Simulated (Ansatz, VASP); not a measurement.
# V in VASP and in Ansatz

```
CELL_PARAMETERS angstrom
0.00000 2.73416 2.73416
2.73416 0.00000 2.73416
2.73416 2.73416 0.00000
ATOMIC_POSITIONS crystal
V 0.12500 0.12500 0.12500
V 0.87500 0.87500 0.87500
```

Alike in both runs: task single point; functional PBE; k mesh 16 × 16 × 16; occupations fermi-dirac, width 0.05 eV; collinear spin.

|  | VASP | Ansatz |
| --- | --- | --- |
| version | VASP 6.6.1 | Ansatz 0.2.0 |
| potentials or method | VASP PAW PBE potentials, release 64 (V_sv), cutoff 520 eV | plane waves (420 eV) with PAW, scalar-relativistic |
| valence electrons in the cell | 26 | 26 |

VASP gave:

| Item | Value |
| --- | --- |
| net moment per atom (μB) | 1.89 |
| size of the moment on the site where the two differ most (μB) | 1.72 |

**Question.** Which values does Ansatz return?

**Answer.** net moment per atom (μB): 1.89; size of the moment on the site where the two differ most (μB): 1.45.

Site moments also hang on the region over which each program counts them. The functional is the same, so the differences come from potentials, cutoffs and numerics.
